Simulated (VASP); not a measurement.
# BP4 (P-6m2) in VASP: a series of runs, part 2 of 2

VASP 6.6.1. The steps go on from the part before.

**3. Single point, PBE**

This run uses another cell than the first one, of 20.75 Å³/atom.

Input file INCAR:

```
PREC     = Accurate       # precision mode
ENCUT    = 520            # plane-wave cutoff, eV
EDIFF    = 1E-7           # SCF threshold, eV
ISMEAR   = 0              # smearing method
SIGMA    = 0.1            # smearing width, eV
LREAL    = False          # projectors in reciprocal space
LASPH    = True           # aspherical terms in the spheres
NELM     = 80             # most SCF steps
ALGO     = Normal         # electronic algorithm
ISIF     = 2              # what is computed and relaxed
LWAVE    = False          # write WAVECAR
LCHARG   = True           # write CHGCAR
GGA      = PE             # functional
LELF     = True           # ELF
LVHAR    = True         
NBANDS   = 20             # bands
```

Input file KPOINTS:

```
Automatic mesh
0
Gamma
  6 6 2
```

Input file POSCAR:

```
BP4
1.0
    3.6589675100      0.0000000000      0.0000000000
   -1.8294837600      3.1687588200      0.0000000000
    0.0000000000      0.0000000000      8.9467373100
B P
1 4
Direct
    0.6666666700      0.3333333300      0.5000000000
    0.3333333300      0.6666666700      0.1266337300
    0.3333333300      0.6666666700      0.8733662700
    0.0000000000      0.0000000000      0.5000000000
    0.6666666700      0.3333333300      0.0000000000
```

Potentials or basis: VASP PAW PBE potentials, release 64 (B, P).

Launch:

```console
> cat potpaw_PBE.64/B/POTCAR potpaw_PBE.64/P/POTCAR > POTCAR
> mpirun -np 1 vasp_std > vasp.out
```

OUTCAR:

```text
PREC = Accurate
   ENCUT = 520
   EDIFF = 1E-7
   ISMEAR = 0
   LREAL = False
   LASPH = True
   NELM = 80
   ISIF = 2
   GGA = PE

 ion  position               nearest neighbor table
   1  0.667  0.333  0.500-   4 2.11   4 2.11   4 2.11
   2  0.333  0.667  0.127-   3 2.27   5 2.40   5 2.40   5 2.40
   3  0.333  0.667  0.873-   2 2.27   5 2.40   5 2.40   5 2.40
   4  0.000  0.000  0.500-   1 2.11   1 2.11   1 2.11
   5  0.667  0.333  0.000-   2 2.40   3 2.40   2 2.40   3 2.40   2 2.40   3 2.40

  LATTYP: Found a hexagonal cell.
[... 513 lines left out ...]
  -------------------------------------------------------------------------------------
  Total       -6.8112837     -6.8112837     -0.7058902      0.0000000      0.0000000      0.0000000
  in kB     -105.2027578   -105.2027581    -10.9027306      0.0000002      0.0000000      0.0000000
  external PRESSURE =     -73.7694155 kB  Pullay stress =       0.0000000 kB

 VOLUME and BASIS-vectors are now :
 -----------------------------------------------------------------------------
  energy-cutoff  :      520.00
  volume of cell :      103.73
      direct lattice vectors                 reciprocal lattice vectors
     3.658967510  0.000000000  0.000000000     0.273301142  0.157790488  0.000000000
    -1.829483760  3.168758820  0.000000000     0.000000000  0.315580976  0.000000000
     0.000000000  0.000000000  8.946737310     0.000000000  0.000000000  0.111772590

 POSITION                                       TOTAL-FORCE (eV/Angst)
 -----------------------------------------------------------------------------------
      1.82948      1.05625      4.47337         0.000000      0.000000      0.000000
     -0.00000      2.11251      1.13296        -0.000000      0.000000     -0.331214
     -0.00000      2.11251      7.81378        -0.000000      0.000000      0.331214
      0.00000      0.00000      4.47337         0.000000     -0.000000      0.000000
      1.82948      1.05625      0.00000         0.000000      0.000000      0.000000
 -----------------------------------------------------------------------------------
    total drift:                                0.000005     -0.000003     -0.000000

  FREE ENERGIE OF THE ION-ELECTRON SYSTEM (eV)
  ---------------------------------------------------
  free  energy   TOTEN  =       -24.7842475947 eV

  energy  without entropy=      -24.7571941529  energy(sigma->0) =      -24.77072087
```

OSZICAR:

```text
N       E                     dE             d eps       ncg     rms          rms(c)
DAV:   1     0.746568743223E+02    0.74657E+02   -0.92870E+03   560   0.948E+02
DAV:   2    -0.196014015230E+02   -0.94258E+02   -0.90825E+02   744   0.160E+02
DAV:   3    -0.249996822306E+02   -0.53983E+01   -0.53419E+01   736   0.384E+01
DAV:   4    -0.250781913438E+02   -0.78509E-01   -0.78418E-01   748   0.544E+00
DAV:   5    -0.250795443618E+02   -0.13530E-02   -0.13529E-02   720   0.681E-01    0.102E+01
DAV:   6    -0.248253437415E+02    0.25420E+00   -0.44939E-01   648   0.279E+00    0.570E+00
DAV:   7    -0.247847854186E+02    0.40558E-01   -0.19325E-01   676   0.197E+00    0.108E+00
DAV:   8    -0.247840522323E+02    0.73319E-03   -0.18527E-02   660   0.698E-01    0.279E-01
DAV:   9    -0.247840153479E+02    0.36884E-04   -0.19530E-03   676   0.209E-01    0.175E-01
DAV:  10    -0.247841952312E+02   -0.17988E-03   -0.38307E-04   664   0.102E-01    0.471E-02
DAV:  11    -0.247842317336E+02   -0.36502E-04   -0.68271E-05   680   0.448E-02    0.216E-02
DAV:  12    -0.247842427478E+02   -0.11014E-04   -0.12129E-05   712   0.178E-02    0.140E-02
DAV:  13    -0.247842475117E+02   -0.47639E-05   -0.68155E-06   616   0.131E-02    0.437E-03
DAV:  14    -0.247842475947E+02   -0.82952E-07   -0.59556E-07   704   0.356E-03
   1 F= -.24784248E+02 E0= -.24770721E+02  d E =-.270534E-01
```

It took 20 s on 1 thread of Intel Xeon Platinum 8488C (Sapphire Rapids), shared host; peak memory 0.22 GiB.

What came out:

```
Free energy            : -24.7842 eV
Pressure               : -7.4 GPa
Largest force          : 0.331 eV/Å
Band gap on the k mesh : zero (an odd number of electrons rules out a gap without spin polarisation)
```

Forces in eV/Å, atoms in the order of the input:
```
B    0.000  0.000  0.000
P    0.000  0.000 -0.331
P    0.000  0.000  0.331
P    0.000  0.000  0.000
P    0.000  0.000  0.000
```

Levels at points of the mesh, in eV from the Fermi level:
| k point | band 9 | band 10 | band 11 | band 12 | band 13 | band 14 |
| --- | --- | --- | --- | --- | --- | --- |
| (0.00, 0.00, 0.00) | -2.69 | -2.69 | 0.33 | 0.43 | 0.92 | 0.92 |
| (0.50, 0.00, 0.00) | -3.45 | -1.98 | -1.67 | -0.16 | 0.31 | 0.67 |
| (0.00, 0.00, 0.50) | -2.69 | -2.42 | -0.11 | 0.33 | 0.92 | 0.92 |
| (0.50, 0.00, 0.50) | -3.58 | -2.28 | -1.53 | -0.14 | 0.53 | 0.75 |

Caveat: the cell stands under tension; this functional lacks dispersion, which binds the layers, so the pressure and a relaxed spacing across them are unreliable.

**4. Relaxation of cell and atoms, PBE**

This run uses another cell than the first one, of 20.75 Å³/atom.

Input file INCAR:

```
SYSTEM = BP4
PREC = Accurate
ENCUT = 600
EDIFF = 1E-7
ISMEAR = 0
SIGMA = 0.1
LREAL = .FALSE.
LASPH = .TRUE.
NELM = 80
ALGO = Normal
ISIF = 3
LWAVE = .FALSE.
LCHARG = .FALSE.
GGA = PE
IBRION = 2
NSW = 90
EDIFFG = -0.04
```

Input file KPOINTS:

```
regular mesh
0
G
  6 6 2
  0 0 0
```

POSCAR is that of step 3.

Launch:

```console
> cat potpaw_PBE.64/B/POTCAR potpaw_PBE.64/P/POTCAR > POTCAR
> mpirun -np 1 vasp_std > vasp.out
```

It took 4.5 min on 1 thread of Intel Xeon Platinum 8488C (Sapphire Rapids), shared host; peak memory 0.24 GiB.

The run converged. Its results:

```yaml
Free_energy: -26.0129 eV
Relaxed_volume: 18.32 Å³/atom
Relaxed_cell: a = 3.198 Å, b = 3.198 Å, c = 10.340 Å, α = 90.00°, β = 90.00°, γ = 120.00°
Space_group_after_relaxing_to_0.1_Å: P-6m2 (No. 187)
Energy_gained_by_relaxing: 245.5 meV/atom
Ionic_steps: 22
Pressure_after_relaxing: -0.1 GPa
Largest_force_after_relaxing: 0.024 eV/Å
Band_gap_on_the_k_mesh: zero (an odd number of electrons rules out a gap without spin polarisation)
```

Forces in eV/Å, atoms in the order of the input:
```
B    0.000  0.000  0.000
P    0.000  0.000 -0.024
P    0.000  0.000  0.024
P    0.000  0.000  0.000
P    0.000  0.000  0.000
```

The path:
```csv
step,energy change (eV),largest force (eV/Å),pressure (GPa),volume (Å³)
1,0.0000,0.3316,-7.37,103.73
2,-0.5026,2.0900,2.79,89.95
3,-0.5064,1.9628,1.75,90.85
4,-0.8111,1.4359,5.23,85.66
5,-0.8413,1.8674,6.79,84.39
6,-0.8709,1.6999,10.54,81.82
7,-1.1613,0.4573,4.75,85.11
8,-1.2067,0.0840,2.14,86.57
9,-1.2080,0.0772,1.41,87.03
10,-1.2083,0.0335,1.61,86.90
11,-1.2185,0.0155,0.85,87.63
12,-1.2207,0.0222,0.30,88.20
13,-1.2207,0.0233,0.27,88.23
14,-1.2213,0.0432,0.14,88.42
15,-1.2220,0.1005,-0.24,88.96
16,-1.2224,0.0970,-0.18,89.01
17,-1.2232,0.0868,-0.02,89.13
18,-1.2235,0.0683,0.31,89.38
19,-1.2236,0.0748,0.18,89.29
20,-1.2243,0.0680,0.15,89.52
21,-1.2259,0.0487,0.07,90.21
22,-1.2275,0.0245,-0.07,91.59
```

Final structure:
```
B P
1.0
     3.19811    0.00000    0.00000
    -1.59905    2.76964    0.00000
     0.00000    0.00000   10.34015
B P
1 4
Direct
  0.66667 0.33333 0.50000
  0.33333 0.66667 0.14659
  0.33333 0.66667 0.85341
  0.00000 0.00000 0.50000
  0.66667 0.33333 0.00000
```

Levels at points of the mesh, in eV from the Fermi level:
```
           k point  band 9  band 10  band 11  band 12  band 13  band 14
(0.00, 0.00, 0.00)   -0.99    -0.99     1.74     2.11     2.11     2.88
(0.50, 0.00, 0.00)   -3.41    -1.46    -1.11    -0.39     0.11     1.17
(0.00, 0.00, 0.50)   -0.99    -0.99     2.02     2.11     2.11     2.88
(0.50, 0.00, 0.50)   -3.41    -1.79    -0.69    -0.12     0.12     0.97
```

Caveat: a cell axis changed by over 15 % at a fixed basis, so the end point is rough; this functional lacks dispersion, which binds the layers, so the pressure and a relaxed spacing across them are unreliable.

**5. Summary**

```csv
task,cell,cutoff (eV),gap on the mesh (eV),pressure (GPa),largest force (eV/Å)
single point,"a = 3.195, b = 3.195, c = 10.220 Å, angles 90.0, 90.0, 120.0°, 5 atoms, atomic positions A",520,none,-0.1,0.05
single point,"a = 3.659, b = 3.659, c = 8.947 Å, angles 90.0, 90.0, 120.0°, 5 atoms, atomic positions B",520,none,-7.4,0.33
relaxation of cell and atoms,"relaxed from a = 3.659, b = 3.659, c = 8.947 Å, angles 90.0, 90.0, 120.0°, 5 atoms, atomic positions B",600,none,-0.1,0.02
```

Alike in all rows: level PBE; potentials or basis VASP PAW PBE potentials, release 64 (B, P); no spin polarisation; k mesh 6 × 6 × 2; smearing gaussian 0.1 eV.

Caveats: some runs use coarse meshes; this functional lacks dispersion, which binds the layers, so the pressure and a relaxed spacing across them are unreliable; the cell stands under tension (at least some runs); a cell axis changed by over 15 % at a fixed basis, so the end point is rough (at least some runs).

Absolute energies hang on the potentials; compare differences alone.
